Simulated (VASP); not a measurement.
# InP (F-43m) in VASP: notebook

Runs on InP. Level: r2SCAN. Tasks: phonons.

Everything below comes from runs of VASP 6.6.1. Logs are shortened: lines on timing, memory, paths and dates and some standing lists are left out, and cuts for length are marked.

## 1. The cell of the first run

Symmetry: F-43m, No. 216, cubic system. Conventional cell: a = 5.854 Å, b = 5.854 Å, c = 5.854 Å, α = 90.00°, β = 90.00°, γ = 90.00°. In (site symmetry -43m) has 4 P at 2.53 Å within 3.3 Å. Within 3.3 Å of P (site symmetry -43m) lie 4 In at 2.53 Å.

## 2. Phonons, r2SCAN

INCAR reads:

```
  PREC = Accurate
  ENCUT = 520
  EDIFF = 1E-8
  ISMEAR = 0
  SIGMA = 0.01
  LREAL = F
  LASPH = T
  NELM = 60
  ALGO = Normal
  ISIF = 2
  LWAVE = F
  LCHARG = F
  METAGGA = R2SCAN
  LMIXTAU = T
  IBRION = 6
  NFREE = 2
  POTIM = 0.015
  NSW = 1
```

KPOINTS reads:

```
Automatic mesh
0
Gamma
  8 8 8
```

POSCAR reads:

```
InP
1.0
    2.9269267339      2.9269267339      0.0000000000
   -2.9269267339      2.9269267339      0.0000000000
    0.0000000000      2.9269267339      2.9269267339
In P
1 1
Direct
    0.0000000000      0.0000000000      0.0000000000
    0.7500000000      0.2500000000      0.5000000000
```

Potentials or basis: VASP PAW PBE potentials, release 64 (In_d, P).

The run is started by

```console
$ cat potpaw_PBE.64/In_d/POTCAR potpaw_PBE.64/P/POTCAR > POTCAR
$ mpirun -np 1 vasp_std > vasp.out
```

OUTCAR:

```text
PREC = Accurate
   ENCUT = 520
   EDIFF = 1E-8
   ISMEAR = 0
   LREAL = F
   LASPH = T
   NELM = 60
   ISIF = 2
   METAGGA = R2SCAN
   IBRION = 6
   NFREE = 2
   POTIM = 0.015
   NSW = 1

 ion  position               nearest neighbor table
   1  0.000  0.000  0.000-   2 2.53   2 2.53   2 2.53   2 2.53
   2  0.750  0.250  0.500-   1 2.53   1 2.53   1 2.53   1 2.53

  LATTYP: Found a face centered cubic cell.
 ALAT       =     5.8538534678

  Lattice vectors:

 A1 = (   0.0000000000,   2.9269267339,   2.9269267339)
 A2 = (   2.9269267339,   0.0000000000,   2.9269267339)
 A3 = (   2.9269267339,   2.9269267339,   0.0000000000)

Analysis of symmetry for initial positions (statically):
=====================================================================
 Subroutine PRICEL returns:
 Original cell was already a primitive cell.

 Routine SETGRP: Setting up the symmetry group for a
 face centered cubic supercell.

 Subroutine GETGRP returns: Found 24 space group operations
 (whereof 24 operations were pure point group operations)
 out of a pool of 48 trial point group operations.

The static configuration has the point symmetry T_d .

Analysis of symmetry for dynamics (positions and initial velocities):
=====================================================================
 Subroutine PRICEL returns:
 Original cell was already a primitive cell.

 Routine SETGRP: Setting up the symmetry group for a
 face centered cubic supercell.

 Subroutine GETGRP returns: Found 24 space group operations
 (whereof 24 operations were pure point group operations)
 out of a pool of 48 trial point group operations.

The dynamic configuration has the point symmetry T_d .

 Subroutine INISYM returns: Found 24 space group operations
 (whereof 24 operations are pure point group operations),
 and found     1 'primitive' translations

----------------------------------------------------------------------------------------

                                     Primitive cell

  volume of cell :      50.1494

  direct lattice vectors                    reciprocal lattice vectors
     2.926926734  2.926926734  0.000000000     0.170827645  0.170827645 -0.170827645
    -2.926926734  2.926926734  0.000000000    -0.170827645  0.170827645 -0.170827645
     0.000000000  2.926926734  2.926926734     0.000000000  0.000000000  0.341655289

  length of vectors
     4.139299483  4.139299483  4.139299483     0.295882160  0.295882160  0.341655289

  position of ions in fractional coordinates (direct lattice)
     0.000000000  0.000000000  0.000000000
     0.750000000  0.250000000  0.500000000

  ion indices of the primitive-cell ions
   primitive index   ion index
                 1           1
                 2           2

----------------------------------------------------------------------------------------

 KPOINTS: Automatic mesh

Automatic generation of k-mesh.
 Grid dimensions read from file:
 generate k-points for:    8    8    8

 Generating k-lattice:

  Cartesian coordinates                     Fractional coordinates (reciprocal lattice)
     0.021353456  0.021353456 -0.021353456     0.125000000  0.000000000  0.000000000
    -0.021353456  0.021353456 -0.021353456     0.000000000  0.125000000  0.000000000
     0.000000000  0.000000000  0.042706911     0.000000000  0.000000000  0.125000000

  Length of vectors
     0.036985270  0.036985270  0.042706911

  Shift w.r.t. Gamma in fractional coordinates (k-lattice)
[... 60 lines left out ...]
   POTIM  = 0.0150    time-step for ionic-motion
   TEBEG  =    0.0;   TEEND  =   0.0 temperature during run
   PSTRESS=    0.0 pullay stress
   NELECT =      18.0000    total number of electrons
   NUPDOWN=      -1.0000    fix difference up-down
   EMIN   =  10.00;   EMAX   =-10.00  energy-range for DOS
   EFERMI =   0.00;   METHOD = LEGACY
   ISMEAR =     0;   SIGMA  =   0.01  broadening in eV -4-tet -1-fermi 0-gaus
   EFERMI_NEDOS =   21; number of points for ismear=-14 and -15
   IALGO  =     38    algorithm
   IMIX   =      4    mixing-type and parameters
     AMIX     =   0.40;   BMIX     =  1.00
     AMIX_MAG =   1.60;   BMIX_MAG =  1.00
  volume/ion in A,a.u.               =      25.07       169.21
  Fermi-wavevector in a.u.,A,eV,Ry     =   1.163440  2.198582 18.416731  1.353592
  Thomas-Fermi vector in A             =   2.299989
   LORBIT       =      0    0 simple, 1 ext, 2 COOP (PROOUT), +10 PAW based schemes
   METAGGA = R2SCAN    functional components
   LHFCALC =     F    Hartree Fock is set to
   AEXX    =    0.0000 exact exchange contribution
   IVDW    =     0    specifies the selected vdW correction
   LEPSILON=     F    determine dielectric tensor
   LRPA    =     F    only Hartree local field effects (RPA)
 finite differences with symmetry
 non-spin polarized calculation
 Gauss-broadening in eV      SIGMA  =   0.01
  energy-cutoff  :      520.00
  volume of cell :       50.15
 maximum number of plane-waves:      1365
   NGX = 15   NGY = 15   NGZ = 15

--------------------------------------- Ionic step        1  -------------------------------------------

 number of electron      18.0000004 magnetization

 Free energy of the ion-electron system (eV)
  ---------------------------------------------------
  ext. energy  EPLUGINS =         0.00000000
  ---------------------------------------------------
  free energy    TOTEN  =       -32.28962652 eV

  energy without entropy =      -32.28962652  energy(sigma->0) =      -32.28962652

------------------------ aborting loop because EDIFF is reached ----------------------------------------

  FORCE on cell =-STRESS in cart. coord.  units (eV):
  Direction    XX          YY          ZZ          XY          YZ          ZX
  --------------------------------------------------------------------------------------
  -------------------------------------------------------------------------------------
  Total        0.5759812      0.5759812      0.5759812      0.0000000      0.0000000     -0.0000000
  in kB       18.4015046     18.4015046     18.4015046      0.0000000      0.0000000     -0.0000000
  external PRESSURE =      18.4015046 kB  Pullay stress =       0.0000000 kB
[... 131 lines left out ...]
--------------------------------------- Ionic step        5  -------------------------------------------

 number of electron      18.0000004 magnetization

 Free energy of the ion-electron system (eV)
  ---------------------------------------------------
  ext. energy  EPLUGINS =         0.00000000
  ---------------------------------------------------
  free energy    TOTEN  =       -32.28868523 eV

  energy without entropy =      -32.28868523  energy(sigma->0) =      -32.28868523

 E-fermi :   5.1224     XC(G=0):  -9.8990

 val. band max:        5.0805681440   @ k =   0.0000   0.0000   0.0000
 cond. band min:       6.2431970100   @ k =   0.0000   0.0000   0.0000
 fundamental gap:      1.1626288659
 Fermi energy:         5.1223778268

 k-point     1 :       0.0000    0.0000    0.0000
  band No.  band energies     occupation
      1      -9.6139      2.00000
      2      -9.6106      2.00000
      3      -9.6067      2.00000
      4      -9.4289      2.00000
      5      -9.4289      2.00000
      6      -6.9737      2.00000
      7       5.0235      2.00000
      8       5.0529      2.00000
      9       5.0806      2.00000
     10       6.2432      0.00000
     11       9.4770      0.00000
     12       9.4933      0.00000
     13       9.5112      0.00000
[... 354 lines left out ...]
  band No.  band energies     occupation
      1      -9.7648      2.00000
      2      -9.5535      2.00000
      3      -9.5323      2.00000
      4      -9.4355      2.00000
      5      -9.4153      2.00000
      6      -4.8144      2.00000
      7      -0.6647      2.00000
      8       2.2723      2.00000
      9       3.3687      2.00000
     10       8.6195      0.00000
     11       9.5674      0.00000
     12      11.3710      0.00000
     13      12.7698      0.00000

 [... further k-points ...]

------------------------ aborting loop because EDIFF is reached ----------------------------------------

  FORCE on cell =-STRESS in cart. coord.  units (eV):
  Direction    XX          YY          ZZ          XY          YZ          ZX
  --------------------------------------------------------------------------------------
  -------------------------------------------------------------------------------------
  Total        0.5773517      0.5801259      0.5801259      0.0000000     -0.1298580      0.0000000
  in kB       18.4452903     18.5339202     18.5339202      0.0000000     -4.1487156      0.0000000
  external PRESSURE =      18.5043769 kB  Pullay stress =       0.0000000 kB
[... 17 lines left out ...]
  FREE ENERGIE OF THE ION-ELECTRON SYSTEM (eV)
  ---------------------------------------------------
  free  energy   TOTEN  =       -32.2886852283 eV

  energy  without entropy=      -32.2886852283  energy(sigma->0) =      -32.28868523

 INTERNAL STRAIN TENSORS FROM DISPLACED ATOMS
 ============================================

 INTERNAL STRAIN TENSOR FOR ION    1 for displacements in x,y,z  (eV/Angst):
          X           Y           Z          XY          YZ          ZX
  --------------------------------------------------------------------------------
  x     0.00000     0.00000     0.00000     0.00000    -8.66701     0.00000
  y     0.00000     0.00000     0.00000     0.00000     0.00000    -8.66701
  z     0.00000     0.00000     0.00000    -8.66701     0.00000     0.00000

 INTERNAL STRAIN TENSOR FOR ION    2 for displacements in x,y,z  (eV/Angst):
          X           Y           Z          XY          YZ          ZX
  --------------------------------------------------------------------------------
  x     0.00000     0.00000     0.00000     0.00000     8.65857     0.00000
  y     0.00000     0.00000     0.00000     0.00000     0.00000     8.65857
  z     0.00000     0.00000     0.00000     8.65857     0.00000     0.00000

 Eigenvectors and eigenvalues of the dynamical matrix
 ----------------------------------------------------

   1 f  =    9.160039 THz    57.554223 2PiTHz  305.546015 cm-1    37.882861 meV
             X         Y         Z           dx          dy          dz
      0.000000  0.000000  0.000000     0.000000    0.461509    0.000000
      1.463463  4.390390  1.463463     0.000000   -0.887136    0.000000
[... 21 lines left out ...]
   6 f/i=    0.006043 THz     0.037970 2PiTHz    0.201575 cm-1     0.024992 meV
             X         Y         Z           dx          dy          dz
      0.000000  0.000000  0.000000     0.000000    0.000000    0.887136
      1.463463  4.390390  1.463463     0.000000    0.000000    0.461509

 ELASTIC MODULI CONTR FROM IONIC RELAXATION (kBar)
 Direction    XX          YY          ZZ          XY          YZ          ZX
 --------------------------------------------------------------------------------
 XX          -0.0000      0.0000      0.0000      0.0000     -0.0000      0.0000
 YY           0.0000     -0.0000      0.0000      0.0000      0.0000     -0.0000
 ZZ           0.0000      0.0000     -0.0000     -0.0000      0.0000      0.0000
 XY           0.0000      0.0000     -0.0000   -286.0153      0.0000      0.0000
 YZ          -0.0000      0.0000      0.0000      0.0000   -286.0153      0.0000
 ZX           0.0000     -0.0000      0.0000      0.0000      0.0000   -286.0153
 --------------------------------------------------------------------------------
```

It took 13 min on 1 thread of Intel Xeon 8259CL, shared host; peak memory 0.27 GiB.

Results:

```
Highest phonon frequency at Γ, LO-TO splitting left out : 306 cm⁻¹
```

Phonon frequencies in cm⁻¹ (negative: imaginary):
```
              q point        frequencies
(0.000, 0.000, 0.000)  0 0 0 306 306 306
```

Caveat: the cell stands under pressure or tension, which shifts response properties; the PAW data sets were made with another functional, which shifts forces and pressure a little; spin-orbit coupling is left out, which moves the levels of the heavy elements.

(Part 1 of 2 ends here.)
